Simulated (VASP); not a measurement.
Set up this calculation in VASP 6.6.1, as the native input.

| Property | Result |
| --- | --- |
| Task | single point |
| Functional | revPBE |
| Potentials or basis | VASP PAW PBE potentials, release 64 (Sr_sv, S, O) |
| Cutoff | 520 eV |
| k mesh | 4 × 4 × 3 |
| Occupations | fermi-dirac, width 0.05 eV |
| Spin | no spin polarisation |
| Dipole correction | no |
| k mesh for the DOS | 6 × 6 × 5 |
| Occupations for the DOS | tetrahedron |
| Further INCAR settings | ALGO = Normal; EDIFF = 1e-07 |

Crystal: Sr2SO.

```
Sr S O
1.0
     4.04324    0.00000    0.00000
     0.00000    4.04324    0.00000
     0.00000    0.00000    5.71800
Sr S O
2 1 1
Cartesian
  2.0216 2.0216 2.8590
  0.0000 0.0000 0.0000
  0.0000 0.0000 2.8590
  2.0216 2.0216 0.0000
```

One way to write it, as run:

POSCAR

```
Sr2SO
1.0
    4.0432370000      0.0000000000      0.0000000000
    0.0000000000      4.0432370000      0.0000000000
    0.0000000000      0.0000000000      5.7180000000
Sr S O
2 1 1
Direct
    0.5000000000      0.5000000000      0.5000000000
    0.0000000000      0.0000000000      0.0000000000
    0.0000000000      0.0000000000      0.5000000000
    0.5000000000      0.5000000000      0.0000000000
```

INCAR.step1

```
PREC     = Accurate       # precision mode
ENCUT    = 520            # plane-wave cutoff, eV
EDIFF    = 1E-7           # SCF threshold, eV
ISMEAR   = -1             # smearing method
SIGMA    = 0.05           # smearing width, eV
LREAL    = F              # projectors in reciprocal space
LASPH    = T              # aspherical terms in the spheres
NELM     = 60             # most SCF steps
ALGO     = Normal         # electronic algorithm
ISIF     = 2              # what is computed and relaxed
LWAVE    = F              # write WAVECAR
LCHARG   = T              # write CHGCAR
GGA      = RE             # functional
NBANDS   = 24             # bands
```

KPOINTS.step1

```
Automatic mesh
0
Gamma
  4 4 3
```

INCAR.step2

```
PREC     = Accurate       # precision mode
ENCUT    = 520            # plane-wave cutoff, eV
EDIFF    = 1E-7           # SCF threshold, eV
ISMEAR   = -5             # smearing method
SIGMA    = 0.05           # smearing width, eV
LREAL    = F              # projectors in reciprocal space
LASPH    = T              # aspherical terms in the spheres
NELM     = 60             # most SCF steps
ALGO     = Normal         # electronic algorithm
ISIF     = 2              # what is computed and relaxed
LWAVE    = F              # write WAVECAR
LCHARG   = F              # write CHGCAR
GGA      = RE             # functional
LORBIT   = 11             # projections on sites
NEDOS    = 1001           # points of the DOS
ICHARG   = 11             # starting density
```

KPOINTS.step2

```
Automatic mesh
0
Gamma
  6 6 5
```

Potentials or basis: VASP PAW PBE potentials, release 64 (Sr_sv, S, O).

Launch:

```sh
$ cat potpaw_PBE.64/Sr_sv/POTCAR potpaw_PBE.64/S/POTCAR potpaw_PBE.64/O/POTCAR > POTCAR
$ cp INCAR.step1 INCAR
$ cp KPOINTS.step1 KPOINTS
$ mpirun -np 1 vasp_std > vasp.out
$ cp INCAR.step2 INCAR
$ cp KPOINTS.step2 KPOINTS
$ mpirun -np 1 vasp_std > vasp.out
```

It gave:

```yaml
Valence_electrons_inside_the_program's_atomic_spheres: Sr 8.07, 8.00; S 3.86; O 4.87
```

Wall time 2.2 min on 1 thread of AMD EPYC 7R13, on a shared host, peak memory 0.19 GiB.
